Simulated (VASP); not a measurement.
# CoW3 (P4mm) in VASP: further runs

CoW3 is run at these levels: PBEsol; tasks: single point.

Everything below comes from runs of VASP 6.6.1. Logs are shortened: lines on timing, memory, paths and dates and some standing lists are left out, and cuts for length are marked.

**1. The cell of the first run**

It takes space group P4mm (No. 99, tetragonal). The conventional cell has a = 3.858 Å, b = 3.858 Å, c = 3.858 Å, α = 90.00°, β = 90.00°, γ = 90.00°. Co (site symmetry 4mm) has 12 W at 2.67 to 2.79 Å within 3.5 Å. W (site symmetry 4mm) has 8 W at 2.73 Å and 4 Co at 2.73 Å within 3.6 Å. Within 3.5 Å of W (site symmetry 2mm) lie 4 Co at 2.67 to 2.79 Å and 8 W at 2.73 Å.

**2. Single point, PBEsol (atom 1 (Co) moved +0.087 Å towards its neighbour atom 1 (Co) at 3.858 Å)**

INCAR reads:

```
PREC = Accurate
ENCUT = 520
EDIFF = 1E-6
ISMEAR = 0
SIGMA = 0.15
LREAL = F
LASPH = T
NELM = 100
ALGO = Fast
ISIF = 2
LWAVE = F
LCHARG = F
GGA = PS
NBANDS = 34
```

KPOINTS reads:

```
regular mesh
0
Gamma
  12 12 12
```

POSCAR reads:

```
CoW3
1.0
    3.8582449849      0.0000000000      0.0000000000
    0.0000000000      3.8582449849      0.0000000000
    0.0000000000      0.0000000000      3.8582449849
Co W
1 3
Direct
   -0.0226787050      0.0000000000      0.0000000000
    0.0000000000      0.5000000000      0.5000000000
    0.5000000000      0.0000000000      0.5000000000
    0.5000000000      0.5000000000      0.0000000000
```

Potentials or basis: VASP PAW PBE potentials, release 64 (Co, W_sv).

Started as:

```sh
> cat potpaw_PBE.64/Co/POTCAR potpaw_PBE.64/W_sv/POTCAR > POTCAR
> mpirun -np 1 vasp_std > vasp.out
```

OUTCAR:

```text
PREC = Accurate
   ENCUT = 520
   EDIFF = 1E-6
   ISMEAR = 0
   LREAL = F
   LASPH = T
   NELM = 100
   ISIF = 2
   GGA = PS

 ion  position               nearest neighbor table
   1  0.977  0.000  0.000-   3 2.67   4 2.67   3 2.67   4 2.67   2 2.73   2 2.73   2 2.73   2 2.73
                             3 2.79   4 2.79   3 2.79   4 2.79
   2  0.000  0.500  0.500-   3 2.73   4 2.73   4 2.73   3 2.73   3 2.73   4 2.73   4 2.73   3 2.73
                             1 2.73   1 2.73   1 2.73   1 2.73
   3  0.500  0.000  0.500-   1 2.67   1 2.67   4 2.73   2 2.73   4 2.73   2 2.73   4 2.73   4 2.73
                             2 2.73   2 2.73   1 2.79   1 2.79
   4  0.500  0.500  0.000-   1 2.67   1 2.67   3 2.73   2 2.73   3 2.73   2 2.73   3 2.73   3 2.73
                             2 2.73   2 2.73   1 2.79   1 2.79

  LATTYP: Found a simple cubic cell.
 ALAT       =     3.8582449849

  Lattice vectors:

 A1 = (   3.8582449849,   0.0000000000,   0.0000000000)
 A2 = (   0.0000000000,   3.8582449849,   0.0000000000)
 A3 = (   0.0000000000,   0.0000000000,   3.8582449849)

Analysis of symmetry for initial positions (statically):
=====================================================================
 Subroutine PRICEL returns:
 Original cell was already a primitive cell.

 Routine SETGRP: Setting up the symmetry group for a
 simple cubic supercell.

 Subroutine GETGRP returns: Found  8 space group operations
 (whereof  8 operations were pure point group operations)
 out of a pool of 48 trial point group operations.

The static configuration has the point symmetry C_4v.

Analysis of symmetry for dynamics (positions and initial velocities):
=====================================================================
 Subroutine PRICEL returns:
 Original cell was already a primitive cell.

 Routine SETGRP: Setting up the symmetry group for a
 simple cubic supercell.

 Subroutine GETGRP returns: Found  8 space group operations
 (whereof  8 operations were pure point group operations)
 out of a pool of 48 trial point group operations.

The dynamic configuration has the point symmetry C_4v.

 Subroutine INISYM returns: Found  8 space group operations
 (whereof  8 operations are pure point group operations),
 and found     1 'primitive' translations

----------------------------------------------------------------------------------------

                                     Primitive cell

  volume of cell :      57.4340

  direct lattice vectors                    reciprocal lattice vectors
     3.858244985  0.000000000  0.000000000     0.259185201  0.000000000  0.000000000
     0.000000000  3.858244985  0.000000000     0.000000000  0.259185201  0.000000000
     0.000000000  0.000000000  3.858244985     0.000000000  0.000000000  0.259185201

  length of vectors
     3.858244985  3.858244985  3.858244985     0.259185201  0.259185201  0.259185201

  position of ions in fractional coordinates (direct lattice)
     0.977321295  0.000000000  0.000000000
     0.000000000  0.500000000  0.500000000
     0.500000000  0.000000000  0.500000000
     0.500000000  0.500000000  0.000000000

  ion indices of the primitive-cell ions
   primitive index   ion index
                 1           1
                 2           2
                 3           3
                 4           4

----------------------------------------------------------------------------------------

 KPOINTS: regular mesh

Automatic generation of k-mesh.
 Grid dimensions read from file:
 generate k-points for:   12   12   12

 Generating k-lattice:

  Cartesian coordinates                     Fractional coordinates (reciprocal lattice)
     0.021598767  0.000000000  0.000000000     0.083333333  0.000000000  0.000000000
     0.000000000  0.021598767  0.000000000     0.000000000  0.083333333  0.000000000
     0.000000000  0.000000000  0.021598767     0.000000000  0.000000000  0.083333333

  Length of vectors
     0.021598767  0.021598767  0.021598767

  Shift w.r.t. Gamma in fractional coordinates (k-lattice)
     0.000000000  0.000000000  0.000000000

 Subroutine IBZKPT returns following result:
 ===========================================

 Found    196 irreducible k-points:

 Following reciprocal coordinates:
            Coordinates               Weight
  0.000000  0.000000  0.000000      1.000000
  0.083333  0.000000  0.000000      2.000000
  0.000000  0.083333  0.000000      4.000000
  0.166667  0.000000  0.000000      2.000000
  0.000000  0.166667  0.000000      4.000000
  0.250000  0.000000  0.000000      2.000000
[... 16 lines left out ...]
  0.000000  0.333333  0.083333      8.000000
  0.083333  0.000000  0.333333      8.000000
 [... further k-points ...]
   k-points           NKPTS =    196   k-points in BZ     NKDIM =    196   number of bands    NBANDS=     34
   number of dos      NEDOS =    301   number of ions     NIONS =      4
   total plane-waves  NPLWV =  27000
   dimension x,y,z NGX =    30 NGY =   30 NGZ =   30
   dimension x,y,z NGXF=    60 NGYF=   60 NGZF=   60
   ions per type =               1   3
   NGX,Y,Z   is equivalent  to a cutoff of  12.93, 12.93, 12.93 a.u.
   NGXF,Y,Z  is equivalent  to a cutoff of  25.85, 25.85, 25.85 a.u.
 SYSTEM =  unknown system
   PREC   = accura    normal or accurate (medium, high low for compatibility)
   ISTART =      0    job   : 0-new  1-cont  2-samecut
   ICHARG =      2    charge: 1-file 2-atom 10-const
   ISPIN  =      1    spin polarized calculation?
   LNONCOLLINEAR =      F non collinear calculations
   LSORBIT =      F    spin-orbit coupling
   LASPH  =      T    aspherical Exc in radial PAW
   ENCUT  =  520.0 eV  38.22 Ry    6.18 a.u.   7.17  7.17  7.17*2*pi/ulx,y,z
   NELM   =    100;   NELMIN=  2; NELMDL= -5     # of ELM steps
   EDIFF  = 0.1E-05   stopping-criterion for ELM
   LREAL  =      F    real-space projection
   EDIFFG = 0.1E-04   stopping-criterion for IOM
   NSW    =      0    number of steps for IOM
   IBRION =     -1    ionic relax: 0-MD 1-quasi-New 2-CG
   NFREE  =      0    steps in history (QN), initial steepest desc. (CG)
   ISIF   =      2    stress and relaxation
   ISYM   =      2    0-nonsym 1-usesym 2-fastsym
   POTIM  = 0.5000    time-step for ionic-motion
   TEBEG  =    0.0;   TEEND  =   0.0 temperature during run
   PSTRESS=    0.0 pullay stress
   NELECT =      51.0000    total number of electrons
   NUPDOWN=      -1.0000    fix difference up-down
   EMIN   =  10.00;   EMAX   =-10.00  energy-range for DOS
   EFERMI =   0.00;   METHOD = LEGACY
   ISMEAR =     0;   SIGMA  =   0.15  broadening in eV -4-tet -1-fermi 0-gaus
   EFERMI_NEDOS =   21; number of points for ismear=-14 and -15
   IALGO  =     68    algorithm
   IMIX   =      4    mixing-type and parameters
     AMIX     =   0.40;   BMIX     =  1.00
     AMIX_MAG =   1.60;   BMIX_MAG =  1.00
  volume/ion in A,a.u.               =      14.36        96.90
  Fermi-wavevector in a.u.,A,eV,Ry     =   1.573530  2.973541 33.687989  2.475997
  Thomas-Fermi vector in A             =   2.674801
   LORBIT       =      0    0 simple, 1 ext, 2 COOP (PROOUT), +10 PAW based schemes
   GGA     = PS    functional components
   LHFCALC =     F    Hartree Fock is set to
   AEXX    =    0.0000 exact exchange contribution
   IVDW    =     0    specifies the selected vdW correction
   LEPSILON=     F    determine dielectric tensor
   LRPA    =     F    only Hartree local field effects (RPA)
 non-spin polarized calculation
 RMM-DIIS sequential band-by-band and
 Gauss-broadening in eV      SIGMA  =   0.15
  energy-cutoff  :      520.00
  volume of cell :       57.43
 maximum number of plane-waves:      1568
 NGX is ok and might be reduce to    30
   NGX = 15   NGY = 15   NGZ = 15

 number of electron      51.0000014 magnetization

 Free energy of the ion-electron system (eV)
  ---------------------------------------------------
  ext. energy  EPLUGINS =         0.00000000
  ---------------------------------------------------
  free energy    TOTEN  =       -48.12622788 eV

  energy without entropy =      -48.07339033  energy(sigma->0) =      -48.09980911

 E-fermi :  10.8102     XC(G=0): -13.8097

 val. band max:       10.8078271766   @ k =   0.2500   0.2500   0.2500
 cond. band min:      10.8104485616   @ k =   0.0833   0.5000   0.1667
 fundamental gap:      0.0026213850
 Fermi energy:        10.8102363219

 k-point     1 :       0.0000    0.0000    0.0000
  band No.  band energies     occupation
      1     -62.7794      2.00000
      2     -62.5906      2.00000
      3     -62.5904      2.00000
      4     -27.5348      2.00000
      5     -27.5348      2.00000
      6     -27.5348      2.00000
[... 26 lines left out ...]
     33      16.8093      0.00000
     34      17.7031      0.00000

 k-point     2 :       0.0833    0.0000    0.0000
  band No.  band energies     occupation
      1     -62.7765      2.00000
      2     -62.5935      2.00000
      3     -62.5904      2.00000
      4     -27.5240      2.00000
      5     -27.5240      2.00000
      6     -27.5180      2.00000
[... 26 lines left out ...]
     33      16.6104      0.00000
     34      17.6810      0.00000

 k-point     3 :       0.0000    0.0833    0.0000
  band No.  band energies     occupation
      1     -62.7765      2.00000
      2     -62.5933      2.00000
      3     -62.5906      2.00000
      4     -27.5239      2.00000
      5     -27.5239      2.00000
      6     -27.5181      2.00000
[... 26 lines left out ...]
     33      16.6106      0.00000
     34      17.6635      0.00000
[... 704 lines left out ...]
 k-point    23 :       0.0000    0.3333    0.0833
  band No.  band energies     occupation
      1     -62.7371      2.00000
      2     -62.6305      2.00000
      3     -62.5924      2.00000
      4     -27.4190      2.00000
      5     -27.3791      2.00000
      6     -27.2442      2.00000
[... 26 lines left out ...]
     33      15.2217      0.00000
     34      17.2643      0.00000

 k-point    24 :       0.0833    0.0000    0.3333
  band No.  band energies     occupation
      1     -62.7371      2.00000
      2     -62.6305      2.00000
      3     -62.5924      2.00000
      4     -27.4190      2.00000
      5     -27.3790      2.00000
      6     -27.2443      2.00000
[... 26 lines left out ...]
     33      15.2213      0.00000
     34      17.2629      0.00000

 [... further k-points ...]

------------------------ aborting loop because EDIFF is reached ----------------------------------------

  FORCE on cell =-STRESS in cart. coord.  units (eV):
  Direction    XX          YY          ZZ          XY          YZ          ZX
  --------------------------------------------------------------------------------------
  -------------------------------------------------------------------------------------
  Total        0.2999149      0.4054444      0.4054444      0.0000000      0.0000000      0.0000000
  in kB        8.3664104     11.3102565     11.3102565      0.0000000      0.0000000      0.0000000
  external PRESSURE =      10.3289745 kB  Pullay stress =       0.0000000 kB

 VOLUME and BASIS-vectors are now :
 -----------------------------------------------------------------------------
  energy-cutoff  :      520.00
  volume of cell :       57.43
      direct lattice vectors                 reciprocal lattice vectors
     3.858244985  0.000000000  0.000000000     0.259185201  0.000000000  0.000000000
     0.000000000  3.858244985  0.000000000     0.000000000  0.259185201  0.000000000
     0.000000000  0.000000000  3.858244985     0.000000000  0.000000000  0.259185201

 POSITION                                       TOTAL-FORCE (eV/Angst)
 -----------------------------------------------------------------------------------
      3.77074      0.00000      0.00000         0.667012     -0.000000      0.000000
      0.00000      1.92912      1.92912         0.139876     -0.000000     -0.000000
      1.92912      0.00000      1.92912        -0.403444     -0.000000     -0.000000
      1.92912      1.92912      0.00000        -0.403444      0.000000     -0.000000
 -----------------------------------------------------------------------------------
    total drift:                                0.000159      0.000000     -0.000002

  FREE ENERGIE OF THE ION-ELECTRON SYSTEM (eV)
  ---------------------------------------------------
  free  energy   TOTEN  =       -48.1262278832 eV

  energy  without entropy=      -48.0733903288  energy(sigma->0) =      -48.09980911
```

Run time: 3.5 min. Hardware: 1 thread of Intel Xeon 6975P-C (Granite Rapids), shared host; peak memory 0.41 GiB.

What came out:

```yaml
Free_energy: -48.1262 eV
Pressure: 1.0 GPa
Largest_force: 0.667 eV/Å
```

Forces on the atoms (eV/Å):
```
Co   0.667  0.000  0.000
W    0.140  0.000  0.000
W   -0.403  0.000  0.000
W   -0.403  0.000  0.000
```

Caveat: the cell differs from its parent crystal (atom 1 (Co) moved +0.087 Å towards its neighbour atom 1 (Co) at 3.858 Å); the PAW data sets were made with another functional, which shifts forces and pressure a little; spin-orbit coupling is left out, which moves the levels of the heavy elements. Spin polarisation is off, so any magnetic state and its effect on volume and gap are missing.

**3. Single point, PBEsol (atom 1 (Co) moved +0.062 Å towards its neighbour atom 1 (Co) at 3.858 Å)**

INCAR reads:

```
PREC     = Accurate       # precision mode
ENCUT    = 520            # plane-wave cutoff, eV
EDIFF    = 1E-7           # SCF threshold, eV
ISMEAR   = 0              # smearing method
SIGMA    = 0.15           # smearing width, eV
LREAL    = F              # projectors in reciprocal space
LASPH    = T              # aspherical terms in the spheres
NELM     = 100            # most SCF steps
ALGO     = Fast           # electronic algorithm
ISIF     = 2              # what is computed and relaxed
LWAVE    = F              # write WAVECAR
LCHARG   = F              # write CHGCAR
GGA      = PS             # functional
NBANDS   = 34             # bands
```

KPOINTS is that of step 2.

Changes to POSCAR since step 2:

```diff
@@ -8,3 +8,3 @@
 Direct
-   -0.0226787050      0.0000000000      0.0000000000
+   -0.0161990750      0.0000000000      0.0000000000
     0.0000000000      0.5000000000      0.5000000000
```

Potentials or basis: VASP PAW PBE potentials, release 64 (Co, W_sv).

Started as:

```sh
> cat potpaw_PBE.64/Co/POTCAR potpaw_PBE.64/W_sv/POTCAR > POTCAR
> mpirun -np 1 vasp_std > vasp.out
```

Wall time 3.8 min (1 thread of Intel Xeon 6975P-C (Granite Rapids), shared host); peak memory 0.41 GiB.

The run converged. Its results:

- Free energy: -48.1406 eV
- Pressure: 0.8 GPa
- Largest force: 0.479 eV/Å

Forces in eV/Å, atoms in the order of the input:
```
Co   0.479  0.000  0.000
W    0.100  0.000  0.000
W   -0.290  0.000  0.000
W   -0.290  0.000  0.000
```

Stress tensor (GPa, compression positive):
```
0.73 0.00 0.00
0.00 0.88 0.00
0.00 0.00 0.88
```

Levels at points of the mesh, in eV from the Fermi level:
```
           k point  band 22  band 23  band 24  band 25  band 26  band 27  band 28  band 29
(0.00, 0.00, 0.00)    -1.10     0.40     0.41     2.99     2.99     3.00     3.19     3.19
(0.50, 0.00, 0.00)    -1.96    -1.09     0.09     0.25     0.25     0.67     0.99     1.90
(0.00, 0.50, 0.00)    -1.97    -1.06     0.05     0.26     0.27     0.67     1.01     1.88
(0.50, 0.50, 0.00)    -2.04    -1.98    -1.84    -0.97     0.59     0.60     1.02     1.02
(0.00, 0.50, 0.50)    -1.99    -1.99    -1.84    -0.99     0.57     0.57     1.04     1.04
(0.50, 0.50, 0.50)    -0.86    -0.86    -0.86     0.54     0.54     0.54     1.28     2.56
```

Caveat: the cell differs from its parent crystal (atom 1 (Co) moved +0.062 Å towards its neighbour atom 1 (Co) at 3.858 Å); the PAW data sets were made with another functional, which shifts forces and pressure a little; spin-orbit coupling is left out, which moves the levels of the heavy elements.

**4. Single point, PBEsol (atom 1 (Co) moved +0.037 Å towards its neighbour atom 1 (Co) at 3.858 Å)**

INCAR reads:

```
SYSTEM = CoW3
PREC = Accurate ; ENCUT = 520
EDIFF = 1E-6 ; ISMEAR = 0
SIGMA = 0.15 ; LREAL = .False.
LASPH = .True. ; NELM = 80
ALGO = Fast ; ISIF = 2
LWAVE = .False. ; LCHARG = .False.
GGA = PS ; NBANDS = 34
```

KPOINTS reads:

```
Automatic mesh
0
Gamma
  12 12 12
  0 0 0
```

Changes to POSCAR since step 3:

```diff
@@ -8,3 +8,3 @@
 Direct
-   -0.0161990750      0.0000000000      0.0000000000
+   -0.0097194450      0.0000000000      0.0000000000
     0.0000000000      0.5000000000      0.5000000000
```

Started as:

```sh
> cat potpaw_PBE.64/Co/POTCAR potpaw_PBE.64/W_sv/POTCAR > POTCAR
> mpirun -np 1 vasp_std > vasp.out
```

It took 3.5 min on 1 thread of Intel Xeon 6975P-C (Granite Rapids), shared host; peak memory 0.41 GiB.

Results (log left out):

| Item | Value |
| --- | --- |
| Free energy | -48.1502 eV |
| Pressure | 0.8 GPa |
| Largest force | 0.288 eV/Å |

Forces in eV/Å, atoms in the order of the input:
```
Co   0.288  0.000  0.000
W    0.060  0.000  0.000
W   -0.174  0.000  0.000
W   -0.174  0.000  0.000
```

Levels at points of the mesh, in eV from the Fermi level:
```tsv
k point	band 21	band 22	band 23	band 24	band 25	band 26	band 27	band 28	band 29	band 30
(0.00, 0.00, 0.00)	-1.11	-1.11	0.41	0.41	3.00	3.00	3.01	3.19	3.19	3.19
(0.50, 0.00, 0.00)	-1.97	-1.97	-1.07	0.07	0.26	0.26	0.67	1.00	1.90	1.90
(0.00, 0.50, 0.00)	-1.98	-1.97	-1.06	0.05	0.26	0.26	0.66	1.01	1.89	1.90
(0.50, 0.50, 0.00)	-2.07	-2.04	-2.01	-1.84	-0.97	0.59	0.59	1.02	1.02	1.12
(0.00, 0.50, 0.50)	-2.07	-2.01	-2.01	-1.85	-0.98	0.58	0.58	1.03	1.03	1.12
(0.50, 0.50, 0.50)	-1.32	-0.86	-0.86	-0.86	0.53	0.53	0.53	1.28	2.56	2.56
```

Caveat: the cell differs from its parent crystal (atom 1 (Co) moved +0.037 Å towards its neighbour atom 1 (Co) at 3.858 Å); the PAW data sets were made with another functional, which shifts forces and pressure a little; spin-orbit coupling is left out, which moves the levels of the heavy elements. Spin polarisation is off, so any magnetic state and its effect on volume and gap are missing.

**5. Single point, PBEsol (atom 1 (Co) moved +0.013 Å towards its neighbour atom 1 (Co) at 3.858 Å)**

INCAR reads:

```
SYSTEM = CoW3
PREC = Accurate
ENCUT = 520
EDIFF = 1E-6
ISMEAR = 0
SIGMA = 0.15
LREAL = .FALSE.
LASPH = .TRUE.
NELM = 60
ALGO = Fast
ISIF = 2
LWAVE = .FALSE.
LCHARG = .TRUE.
GGA = PS
LELF = .TRUE.
LVHAR = .TRUE.
NBANDS = 34
```

KPOINTS reads:

```
regular mesh
0
G
  12 12 12
  0 0 0
```

Changes to POSCAR since step 4:

```diff
@@ -8,3 +8,3 @@
 Direct
-   -0.0097194450      0.0000000000      0.0000000000
+   -0.0032398150      0.0000000000      0.0000000000
     0.0000000000      0.5000000000      0.5000000000
```

Started as:

```sh
> cat potpaw_PBE.64/Co/POTCAR potpaw_PBE.64/W_sv/POTCAR > POTCAR
> mpirun -np 1 vasp_std > vasp.out
```

It took 3.4 min on 1 thread of Intel Xeon 6975P-C (Granite Rapids), shared host; peak memory 0.41 GiB.

The run converged. Its results:

- Free energy: -48.1550 eV
- Pressure: 0.7 GPa
- Largest force: 0.096 eV/Å

Forces on the atoms (eV/Å):
```
Co   0.096  0.000  0.000
W    0.020  0.000  0.000
W   -0.058  0.000  0.000
W   -0.058  0.000  0.000
```

Levels at points of the mesh, in eV from the Fermi level:
| k point | band 21 | band 22 | band 23 | band 24 | band 25 | band 26 | band 27 | band 28 | band 29 | band 30 |
| --- | --- | --- | --- | --- | --- | --- | --- | --- | --- | --- |
| (0.00, 0.00, 0.00) | -1.11 | -1.11 | 0.41 | 0.41 | 3.01 | 3.01 | 3.01 | 3.18 | 3.18 | 3.18 |
| (0.50, 0.00, 0.00) | -1.97 | -1.97 | -1.06 | 0.06 | 0.26 | 0.26 | 0.66 | 1.01 | 1.90 | 1.90 |
| (0.00, 0.50, 0.00) | -1.97 | -1.97 | -1.06 | 0.06 | 0.26 | 0.26 | 0.66 | 1.01 | 1.90 | 1.90 |
| (0.50, 0.50, 0.00) | -2.09 | -2.04 | -2.04 | -1.85 | -0.97 | 0.59 | 0.59 | 1.02 | 1.02 | 1.12 |
| (0.00, 0.50, 0.50) | -2.09 | -2.04 | -2.04 | -1.85 | -0.98 | 0.59 | 0.59 | 1.02 | 1.02 | 1.12 |
| (0.50, 0.50, 0.50) | -1.32 | -0.86 | -0.86 | -0.86 | 0.53 | 0.53 | 0.53 | 1.28 | 2.56 | 2.56 |

Caveat: the cell differs from its parent crystal (atom 1 (Co) moved +0.013 Å towards its neighbour atom 1 (Co) at 3.858 Å); the PAW data sets were made with another functional, which shifts forces and pressure a little; spin-orbit coupling is left out, which moves the levels of the heavy elements. Spin polarisation is off, so any magnetic state and its effect on volume and gap are missing.
